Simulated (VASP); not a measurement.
Set up this calculation in VASP 6.6.1, as the native input.

| Quantity | Value |
| --- | --- |
| Task | single point |
| Functional | LDA |
| Potentials or basis | VASP PAW LDA potentials, release 64 (Ba_sv) |
| Cutoff | 520 eV |
| k mesh | 15 × 15 × 12 |
| Occupations | gaussian, width 0.15 eV |
| Spin | no spin polarisation |
| Dipole correction | no |
| Further INCAR settings | ALGO = Normal; EDIFF = 1e-06; NBANDS = 11 |

The structure of Ba lies in POSCAR:

```
Ba
1.0
    4.3116136979      0.0000000000      0.0000000000
   -2.1558068490      3.7339669937      0.0000000000
    0.0000000000      0.0000000000      3.6003402360
Ba
1
Direct
    0.0000000000      0.0000000000      0.0000000000
```

This cell differs from its parent crystal: strain +0.000 along x and y, -0.080 along z.

The input as run:

INCAR

```
  ALGO = Normal
  EDIFF = 1E-6
  ENCUT = 520
  ISIF = 2
  ISMEAR = 0
  LASPH = True
  LCHARG = True
  LELF = True
  LREAL = False
  LVHAR = True
  LWAVE = False
  NBANDS = 11
  NELM = 80
  PREC = Accurate
  SIGMA = 0.15
```

KPOINTS

```
k-points
0
Gamma
  15 15 12
```

Potentials or basis: VASP PAW LDA potentials, release 64 (Ba_sv).

The run is started by

```sh
$ cat potpaw_LDA.64/Ba_sv/POTCAR > POTCAR
$ mpirun -np 1 vasp_std > vasp.out
```

Results of the run:

The pressure is -0.7 GPa and the band gap on the k mesh is zero (band 5 reaches 2.08 eV, above the bottom of band 6 at 1.39 eV).

Caveat: the cell differs from its parent crystal (strain +0.000 along x and y, -0.080 along z); spin-orbit coupling is left out, which moves the levels of the heavy elements.

Run time: 47 s on 1 thread of Intel(R) Xeon(R) Platinum 8375C CPU @ 2.90GHz (Ice Lake) (shared host), peak memory 0.24 GiB.
